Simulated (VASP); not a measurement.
Crystal: Se.

```
CELL_PARAMETERS angstrom
4.36620 0.00000 0.00000
-2.18310 3.78124 0.00000
0.00000 0.00000 4.95360
ATOMIC_POSITIONS crystal
Se 0.77460 0.77460 0.00000
Se 0.00000 0.22540 0.66667
Se 0.22540 0.00000 0.33333
```

Base run:

```yaml
Program: VASP 6.6.1
Functional: PBEsol
Potentials_or_basis: VASP PAW PBE potentials, release 64 (Se)
Cutoff: 520 eV
k_mesh: 5 × 5 × 4
Occupations: fermi-dirac, width 0.05 eV
Spin: no spin polarisation
```

Its results: band gap on the k mesh 1.16 eV (least direct gap 1.30 eV); pressure 0.4 GPa; largest force 0.336 eV/Å.

Q: The run is repeated on the same cell with these changes: functional from PBEsol to PBE. What comes out?

A: Band gap on the k mesh 1.24 eV (least direct gap 1.34 eV); pressure 2.9 GPa; largest force 0.437 eV/Å.

PBE binds less tightly than PBEsol, so the same cell stands under more pressure.

Caveats: the PAW data sets were made with another functional, which shifts forces and pressure a little (at least some runs).

A k mesh can miss the band edges.
